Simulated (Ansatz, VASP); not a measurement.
Al12O: VASP beside Ansatz

The input INCAR:

```
  ALGO = Normal
  DIPOL = 0.5 0.5 0.296
  EDIFF = 1E-7
  ENCUT = 520
  GGA = PE
  IDIPOL = 3
  ISIF = 2
  ISMEAR = 0
  ISPIN = 2
  LASPH = T
  LCHARG = F
  LDIPOL = T
  LORBIT = 11
  LREAL = F
  LWAVE = F
  MAGMOM = 0 0 0 0 0 0 0 0 0 0 0 0 2
  NBANDS = 37
  NELM = 150
  PREC = Accurate
  SIGMA = 0.1
```

Contents of KPOINTS:

```
k-points
0
Gamma
  5 5 1
```

Contents of POSCAR:

```
Al12O
1.0
    5.7143028096      0.0000000000      0.0000000000
    0.0000000000      5.7143028096      0.0000000000
    0.0000000000      0.0000000000     21.1750228481
Al O
12 1
Direct
    0.2500000000      0.2500000000      0.1889018033
    0.2500000000      0.7500000000      0.1889018033
    0.7500000000      0.2500000000      0.1889018033
    0.7500000000      0.7500000000      0.1889018033
    0.0000000000      0.0000000000      0.2873686073
    0.0000000000      0.5000000000      0.2873686073
    0.5000000000      0.0000000000      0.2873686073
    0.5000000000      0.5000000000      0.2873686073
    0.2500000000      0.2500000000      0.3860691394
    0.2500000000      0.7500000000      0.3860691394
    0.7500000000      0.2500000000      0.3860691394
    0.7500000000      0.7500000000      0.3860691394
    0.5000000000      0.5000000000      0.3992922656
```

Input for Ansatz:

```yaml
crystal:
  lattice:
    - [5.7143028096, 0.0, 0.0]
    - [0.0, 5.7143028096, 0.0]
    - [0.0, 0.0, 21.1750228481]
  atoms:
    - { symbol: Al, position: [0.25, 0.25, 0.1889018033] }
    - { symbol: Al, position: [0.25, 0.75, 0.1889018033] }
    - { symbol: Al, position: [0.75, 0.25, 0.1889018033] }
    - { symbol: Al, position: [0.75, 0.75, 0.1889018033] }
    - { symbol: Al, position: [0.0, 0.0, 0.2873686073] }
    - { symbol: Al, position: [0.0, 0.5, 0.2873686073] }
    - { symbol: Al, position: [0.5, 0.0, 0.2873686073] }
    - { symbol: Al, position: [0.5, 0.5, 0.2873686073] }
    - { symbol: Al, position: [0.25, 0.25, 0.3860691394] }
    - { symbol: Al, position: [0.25, 0.75, 0.3860691394] }
    - { symbol: Al, position: [0.75, 0.25, 0.3860691394] }
    - { symbol: Al, position: [0.75, 0.75, 0.3860691394] }
    - { symbol: O, position: [0.5, 0.5, 0.3992922656], spin: 2.0 }
basis:
  ecutwfc: 420
kpoints:
  mp_grid: { grid: [5, 5, 1] }
hamiltonian:
  xc: pbe
scf:
  occupations: { method: gaussian, width: 0.1 }
output:
  forces: true
  eigenvalues: true
  populations: true
  write_density: true
  write_potential: true
  elf: true
  volumetric_format: npy
magnetization:
  spin_polarized: true
efield:
  axis: 3
  dipole_correction: true
  ramp_width: 0.04
```

Alike in both runs: task single point; functional PBE; k mesh 5 × 5 × 1; occupations gaussian, width 0.1 eV; collinear spin.

|  | VASP | Ansatz |
| --- | --- | --- |
| version | VASP 6.6.1 | Ansatz 0.2.0 |
| potentials or method | VASP PAW PBE potentials, release 64 (Al, O), cutoff 520 eV | scalar-relativistic, plane waves, PAW |
| valence electrons in the cell | 42 | 42 |

```csv
,VASP,Ansatz,Ansatz less VASP
gap on the k mesh at the Fermi level (eV),none,none,-
rms of the force components (eV/Å),0.278,0.278,+0.0001
net moment per atom (μB),0.00,0.00,0.000
```

Atom by atom the forces differ by 0.001 eV/Å (rms over components). A gap of «none» marks a metal or a gap that the smearing closes. The functional is the same, so the differences come from potentials, cutoffs and numerics. Ansatz's warnings: seeded moment not kept, xc potential rough in thin density.
